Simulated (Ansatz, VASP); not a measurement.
# One calculation of Pt, two programs

Contents of INCAR:

```
  PREC = Accurate
  ENCUT = 520
  EDIFF = 1E-6
  ISMEAR = -1
  SIGMA = 0.1
  LREAL = False
  LASPH = True
  NELM = 100
  ALGO = Normal
  ISIF = 2
  LWAVE = False
  LCHARG = False
  GGA = PS
  NBANDS = 28
```

The input KPOINTS:

```
Automatic mesh
0
Gamma
  15 15 4
```

POSCAR

```
Pt
1.0
    2.7549920221      0.0000000000      0.0000000000
   -1.3774960110      2.3858930783      0.0000000000
    0.0000000000      0.0000000000      9.1869085749
Pt
4
Direct
    1.0000000000      0.0000000000      0.0000000000
    1.0000000000      0.0000000000      0.5000000000
    0.3333333333      0.6666666667      0.2500000000
    0.6666666667      0.3333333333      0.7500000000
```

Input for Ansatz:

```yaml
crystal:
  lattice:
    - [2.7549920221, 0.0, 0.0]
    - [-1.377496011, 2.3858930783, 0.0]
    - [0.0, 0.0, 9.1869085749]
  atoms:
    - { symbol: Pt, position: [1.0, 0.0, 0.0] }
    - { symbol: Pt, position: [1.0, 0.0, 0.5] }
    - { symbol: Pt, position: [0.3333333333, 0.6666666667, 0.25] }
    - { symbol: Pt, position: [0.6666666667, 0.3333333333, 0.75] }
hamiltonian:
  xc: pbesol
  pseudopotentials:
    kind: paw
    azcp:
      Pt: "pseudopotentials/Pt.paw.azcp"
basis:
  ecutwfc: 420
  fft_grid_basis: typed
kpoints:
  mp_grid: { grid: [15, 15, 4], shift: [0, 0, 0] }
magnetization:
  spin_polarized: false
scf:
  occupations: { method: fermi_dirac, width: 0.1 }
  lower_state_search: "off"
output:
  stress: true
```

Alike in both runs: task single point; functional PBEsol; k mesh 15 × 15 × 4; occupations fermi-dirac, width 0.1 eV; no spin polarisation.

|  | VASP | Ansatz |
| --- | --- | --- |
| version | VASP 6.6.1 | Ansatz 0.2.0 |
| potentials or method | VASP PAW PBE potentials, release 64 (Pt), cutoff 520 eV | plane waves (420 eV) with PAW, scalar-relativistic |
| valence electrons in the cell | 40 | 72 |

|  | VASP | Ansatz | Ansatz less VASP |
| --- | --- | --- | --- |
| pressure (GPa) | -0.4 | 0.0 | +0.41 |
| traceless stress, the component that is largest in VASP (GPa) | 0.20 | 0.25 | +0.054 |

VASP's potentials were made for PBE, not for PBEsol, and Ansatz warns of the same on its side. VASP's potentials hold 40 valence electrons a cell and Ansatz's 72, so a difference there can come from the potentials and not from the codes.

Neither program's run includes spin-orbit coupling.
